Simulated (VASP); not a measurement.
# Fe: single point with PBE

The system is Fe.

```xyz
1
Lattice="-1.3808 1.3808 1.3808 1.3808 -1.3808 1.3808 1.3808 1.3808 -1.3808" Properties=species:S:1:pos:R:3 pbc="T T T"
Fe    0.0000    0.0000    0.0000
```

* Program: VASP 6.6.1
* Task: single point
* Functional: PBE
* Potentials or basis: VASP PAW PBE potentials, release 64 (Fe)
* Cutoff: 600 eV
* k mesh: 16 × 16 × 16
* Occupations: gaussian, width 0.6 eV
* Spin: no spin polarisation

```json
{
 "Pressure": "3.3 GPa",
 "Band gap on the k mesh": "zero (bands 4 and 5 overlap by 2.03 eV)"
}
```

Levels at points of the mesh, in eV from the Fermi level:
```csv
k point,band 1,band 2,band 3,band 4,band 5,band 6,band 7,band 8,band 9
"(0.00, 0.00, 0.00)",-8.88,-1.76,-1.76,-1.76,-0.02,-0.02,25.60,25.60,25.60
"(0.50, 0.00, 0.00)",-4.87,-3.06,-0.04,0.23,0.48,1.37,8.54,18.97,21.65
"(0.50, 0.50, 0.50)",-4.62,-4.62,1.05,1.05,1.05,10.55,10.55,10.55,16.81
```

Run time: 12 s on 1 thread of Intel(R) Xeon(R) Platinum 8375C CPU @ 2.90GHz (Ice Lake) (shared host), peak memory 0.13 GiB.

Caveat: the cell stands under pressure; so wide a smearing shifts energies and pressures; the run has no spin polarisation, though such a crystal can be magnetic. Spin polarisation is off, so any magnetic state and its effect on volume and gap are missing.
